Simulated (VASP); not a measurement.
# Pb2O (Pn-3m) in VASP: relaxation of cell and atoms with PBE

Aim: the relaxation of cell and atoms of Pb2O with PBE.

Program: VASP 6.6.1. These are calculated values, not measurements. Logs are shortened: lines on timing, memory, paths and dates and some standing lists are left out, and cuts for length are marked.

**1. The cell of the first run**

The structure is cubic, space group Pn-3m (No. 224). Conventional cell: a = 5.380 Å, b = 5.380 Å, c = 5.380 Å, α = 90.00°, β = 90.00°, γ = 90.00°. Within 3.1 Å of Pb (site symmetry -3m) lie 2 O at 2.33 Å. Within 3.1 Å of O (site symmetry -43m) lie 4 Pb at 2.33 Å.

**2. Relaxation of cell and atoms, PBE**

The input, INCAR:

```
SYSTEM = Pb2O
PREC = Accurate
ENCUT = 600
EDIFF = 1E-6
ISMEAR = 0
SIGMA = 0.1
LREAL = .FALSE.
LASPH = .TRUE.
NELM = 60
ALGO = Normal
ISIF = 3
LWAVE = .FALSE.
LCHARG = .FALSE.
GGA = PE
IBRION = 2
NSW = 100
EDIFFG = -0.005
```

The input, KPOINTS:

```
Automatic mesh
0
G
  8 8 8
  0 0 0
```

The input, POSCAR:

```
Pb2O
1.0
    5.3800000000      0.0000000000      0.0000000000
    0.0000000000      5.3800000000      0.0000000000
    0.0000000000      0.0000000000      5.3800000000
Pb O
4 2
Direct
    0.2500000000      0.2500000000      0.2500000000
    0.7500000000      0.7500000000      0.2500000000
    0.2500000000      0.7500000000      0.7500000000
    0.7500000000      0.2500000000      0.7500000000
    0.0000000000      0.0000000000      0.0000000000
    0.5000000000      0.5000000000      0.5000000000
```

Potentials or basis: VASP PAW PBE potentials, release 64 (Pb_d, O).

Started as:

```console
> cat potpaw_PBE.64/Pb_d/POTCAR potpaw_PBE.64/O/POTCAR > POTCAR
> mpirun -np 1 vasp_std > vasp.out
```

OUTCAR:

```text
SYSTEM = Pb2O
   PREC = Accurate
   ENCUT = 600
   EDIFF = 1E-6
   ISMEAR = 0
   LREAL = .FALSE.
   LASPH = .TRUE.
   NELM = 60
   ISIF = 3
   GGA = PE
   IBRION = 2
   NSW = 100
   EDIFFG = -0.005

 ion  position               nearest neighbor table
   1  0.250  0.250  0.250-   5 2.33   6 2.33   4 3.80   2 3.80   3 3.80   3 3.80   4 3.80   2 3.80
                             3 3.80   3 3.80   2 3.80   4 3.80   4 3.80   2 3.80
   2  0.750  0.750  0.250-   5 2.33   6 2.33   4 3.80   1 3.80   3 3.80   3 3.80   4 3.80   1 3.80
                             4 3.80   4 3.80   1 3.80   3 3.80   3 3.80   1 3.80
   3  0.250  0.750  0.750-   5 2.33   6 2.33   4 3.80   1 3.80   2 3.80   1 3.80   2 3.80   1 3.80
                             4 3.80   1 3.80   2 3.80   4 3.80   2 3.80   4 3.80
   4  0.750  0.250  0.750-   5 2.33   6 2.33   3 3.80   1 3.80   2 3.80   1 3.80   2 3.80   2 3.80
                             3 3.80   2 3.80   1 3.80   3 3.80   1 3.80   3 3.80
   5  0.000  0.000  0.000-   1 2.33   2 2.33   3 2.33   4 2.33
   6  0.500  0.500  0.500-   1 2.33   2 2.33   3 2.33   4 2.33

  LATTYP: Found a simple cubic cell.
 ALAT       =     5.3800000000

  Lattice vectors:

 A1 = (   5.3800000000,   0.0000000000,   0.0000000000)
 A2 = (   0.0000000000,   5.3800000000,   0.0000000000)
 A3 = (   0.0000000000,   0.0000000000,   5.3800000000)

Analysis of symmetry for initial positions (statically):
=====================================================================
 Subroutine PRICEL returns:
 Original cell was already a primitive cell.

 Routine SETGRP: Setting up the symmetry group for a
 simple cubic supercell.

 Subroutine GETGRP returns: Found 48 space group operations
 (whereof 24 operations were pure point group operations)
 out of a pool of 48 trial point group operations.

The static configuration has the point symmetry T_d .
 The point group associated with its full space group is O_h .

Analysis of symmetry for dynamics (positions and initial velocities):
=====================================================================
 Subroutine PRICEL returns:
 Original cell was already a primitive cell.

 Routine SETGRP: Setting up the symmetry group for a
 simple cubic supercell.

 Subroutine GETGRP returns: Found 48 space group operations
 (whereof 24 operations were pure point group operations)
 out of a pool of 48 trial point group operations.

The dynamic configuration has the point symmetry T_d .
 The point group associated with its full space group is O_h .

 Subroutine INISYM returns: Found 48 space group operations
 (whereof 24 operations are pure point group operations),
 and found     1 'primitive' translations

----------------------------------------------------------------------------------------

[... 89 lines left out ...]
   NGXF,Y,Z  is equivalent  to a cutoff of  29.66, 29.66, 29.66 a.u.
 SYSTEM =  Pb2O
   PREC   = accura    normal or accurate (medium, high low for compatibility)
   ISTART =      0    job   : 0-new  1-cont  2-samecut
   ICHARG =      2    charge: 1-file 2-atom 10-const
   ISPIN  =      1    spin polarized calculation?
   LNONCOLLINEAR =      F non collinear calculations
   LSORBIT =      F    spin-orbit coupling
   LASPH  =      T    aspherical Exc in radial PAW
   ENCUT  =  600.0 eV  44.10 Ry    6.64 a.u.  10.75 10.75 10.75*2*pi/ulx,y,z
   NELM   =     60;   NELMIN=  2; NELMDL= -5     # of ELM steps
   EDIFF  = 0.1E-05   stopping-criterion for ELM
   LREAL  =      F    real-space projection
   EDIFFG = -.5E-02   stopping-criterion for IOM
   NSW    =    100    number of steps for IOM
   IBRION =      2    ionic relax: 0-MD 1-quasi-New 2-CG
   NFREE  =      1    steps in history (QN), initial steepest desc. (CG)
   ISIF   =      3    stress and relaxation
   ISYM   =      2    0-nonsym 1-usesym 2-fastsym
   POTIM  = 0.5000    time-step for ionic-motion
   TEBEG  =    0.0;   TEEND  =   0.0 temperature during run
   PSTRESS=    0.0 pullay stress
   NELECT =      68.0000    total number of electrons
   NUPDOWN=      -1.0000    fix difference up-down
   EMIN   =  10.00;   EMAX   =-10.00  energy-range for DOS
   EFERMI =   0.00;   METHOD = LEGACY
   ISMEAR =     0;   SIGMA  =   0.10  broadening in eV -4-tet -1-fermi 0-gaus
   EFERMI_NEDOS =   21; number of points for ismear=-14 and -15
   IALGO  =     38    algorithm
   IMIX   =      4    mixing-type and parameters
     AMIX     =   0.40;   BMIX     =  1.00
     AMIX_MAG =   1.60;   BMIX_MAG =  1.00
  volume/ion in A,a.u.               =      25.95       175.14
  Fermi-wavevector in a.u.,A,eV,Ry     =   1.242021  2.347079 20.988559  1.542616
  Thomas-Fermi vector in A             =   2.376393
   LORBIT       =      0    0 simple, 1 ext, 2 COOP (PROOUT), +10 PAW based schemes
   GGA     = PE    functional components
   LHFCALC =     F    Hartree Fock is set to
   AEXX    =    0.0000 exact exchange contribution
   IVDW    =     0    specifies the selected vdW correction
   LEPSILON=     F    determine dielectric tensor
   LRPA    =     F    only Hartree local field effects (RPA)
 conjugate gradient relaxation of ions
 non-spin polarized calculation
 Gauss-broadening in eV      SIGMA  =   0.10
  energy-cutoff  :      600.00
  volume of cell :      155.72
 maximum number of plane-waves:      5232
 NGX is ok and might be reduce to    48
   NGX = 21   NGY = 21   NGZ = 21

--------------------------------------- Ionic step        1  -------------------------------------------

 number of electron      67.9999994 magnetization

 Free energy of the ion-electron system (eV)
  ---------------------------------------------------
  ext. energy  EPLUGINS =         0.00000000
  ---------------------------------------------------
  free energy    TOTEN  =       -26.50467046 eV

  energy without entropy =      -26.49646755  energy(sigma->0) =      -26.50056900

 E-fermi :   4.9805     XC(G=0):  -9.5275

 val. band max:        4.9322761576   @ k =   0.3750   0.3750   0.3750
 cond. band min:       4.9928296886   @ k =   0.3750   0.3750   0.0000
 fundamental gap:      0.0605535310
 Fermi energy:         4.9805238556

 k-point     1 :       0.0000    0.0000    0.0000
  band No.  band energies     occupation
      1     -13.5453      2.00000
      2     -12.3825      2.00000
      3     -11.4955      2.00000
      4     -11.4955      2.00000
      5     -11.4418      2.00000
      6     -11.4418      2.00000
[... 1102 lines left out ...]
--------------------------------------- Ionic step        3  -------------------------------------------

 number of electron      68.0000006 magnetization

 Free energy of the ion-electron system (eV)
  ---------------------------------------------------
  ext. energy  EPLUGINS =         0.00000000
  ---------------------------------------------------
  free energy    TOTEN  =       -26.57663682 eV

  energy without entropy =      -26.56842768  energy(sigma->0) =      -26.57253225

 E-fermi :   4.5230     XC(G=0):  -9.2816

 val. band max:        4.4810041405   @ k =   0.5000   0.2500   0.1250
 cond. band min:       4.5483294263   @ k =   0.3750   0.3750   0.0000
 fundamental gap:      0.0673252858
 Fermi energy:         4.5229934577

 k-point     1 :       0.0000    0.0000    0.0000
  band No.  band energies     occupation
      1     -13.7138      2.00000
      2     -12.6035      2.00000
      3     -11.9940      2.00000
      4     -11.9940      2.00000
      5     -11.9489      2.00000
      6     -11.9489      2.00000
[... 1056 lines left out ...]
  FREE ENERGIE OF THE ION-ELECTRON SYSTEM (eV)
  ---------------------------------------------------
  free  energy   TOTEN  =       -26.5766368219 eV

  energy  without entropy=      -26.5684276802  energy(sigma->0) =      -26.57253225

 reached required accuracy - stopping structural energy minimisation
```

OSZICAR:

```text
N       E                     dE             d eps       ncg     rms          rms(c)
DAV:   1     0.891360331705E+03    0.89136E+03   -0.35460E+04  2800   0.218E+03
DAV:   2     0.100626141876E+03   -0.79073E+03   -0.77601E+03  2848   0.569E+02
DAV:   3    -0.241059391397E+02   -0.12473E+03   -0.12083E+03  3696   0.241E+02
[... 31 lines left out ...]
DAV:   5    -0.265765748341E+02   -0.10343E-03   -0.27230E-03  3936   0.337E-01    0.426E-02
DAV:   6    -0.265766174971E+02   -0.42663E-04   -0.18064E-04  3720   0.946E-02    0.169E-02
DAV:   7    -0.265766466194E+02   -0.29122E-04   -0.40905E-05  3984   0.504E-02    0.176E-02
DAV:   8    -0.265766376568E+02    0.89626E-05   -0.18753E-05  3272   0.341E-02    0.336E-03
DAV:   9    -0.265766368219E+02    0.83489E-06   -0.57556E-06  3008   0.179E-02
   3 F= -.26576637E+02 E0= -.26572532E+02  d E =-.719664E-01
```

CONTCAR:

```text
Pb2O
   1.00000000000000
     5.4754029937537725    0.0000000000000000    0.0000000000000000
     0.0000000000000000    5.4754029937537725   -0.0000000000000000
    -0.0000000000000000   -0.0000000000000000    5.4754029937537725
  Pb              O
     4     2
Direct
     0.2500000000000000    0.2500000000000000    0.2500000000000000
     0.7500000000000000    0.7500000000000000    0.2500000000000000
     0.2500000000000000    0.7500000000000000    0.7500000000000000
     0.7500000000000000    0.2500000000000000    0.7500000000000000
     0.0000000000000000    0.0000000000000000    0.0000000000000000
     0.5000000000000000    0.5000000000000000    0.5000000000000000

  0.00000000E+00  0.00000000E+00  0.00000000E+00
  0.00000000E+00  0.00000000E+00  0.00000000E+00
  0.00000000E+00  0.00000000E+00  0.00000000E+00
  0.00000000E+00  0.00000000E+00  0.00000000E+00
  0.00000000E+00  0.00000000E+00  0.00000000E+00
  0.00000000E+00  0.00000000E+00  0.00000000E+00
```

Wall time 13 min (1 thread of Intel Xeon 8259CL, shared host); peak memory 0.47 GiB.

What came out:

```
Free energy                           : -26.5766 eV
Relaxed volume                        : 27.36 Å³/atom
Relaxed cell                          : a = 5.475 Å, b = 5.475 Å, c = 5.475 Å, α = 90.00°, β = 90.00°, γ = 90.00°
Space group after relaxing (to 0.1 Å) : Pn-3m (No. 224)
Energy gained by relaxing             : 12.0 meV/atom
Ionic steps                           : 3
Pressure after relaxing               : 0.0 GPa
Band gap on the k mesh                : zero (bands 34 and 35 overlap by 0.84 eV)
```

The path:
| step | energy change (eV) | largest force (eV/Å) | pressure (GPa) | volume (Å³) |
| --- | --- | --- | --- | --- |
| 1 | 0.0000 | 0.0000 | 2.85 | 155.72 |
| 2 | -0.0677 | 0.0000 | -0.63 | 166.37 |
| 3 | -0.0720 | 0.0000 | 0.01 | 164.15 |

Final structure:
```yaml
crystal:
  lattice:
    - [5.47540, 0.00000, 0.00000]
    - [0.00000, 5.47540, 0.00000]
    - [0.00000, 0.00000, 5.47540]
  atoms:
    - { symbol: Pb, position: [0.25000, 0.25000, 0.25000] }
    - { symbol: Pb, position: [0.75000, 0.75000, 0.25000] }
    - { symbol: Pb, position: [0.25000, 0.75000, 0.75000] }
    - { symbol: Pb, position: [0.75000, 0.25000, 0.75000] }
    - { symbol: O, position: [0.00000, 0.00000, 0.00000] }
    - { symbol: O, position: [0.50000, 0.50000, 0.50000] }
```

Caveat: spin-orbit coupling is left out, which moves the levels of the heavy elements. PBE usually gives volumes a little too large and moduli too small.

The gap in the log of VASP goes by the Fermi energy; the results here count the filled bands.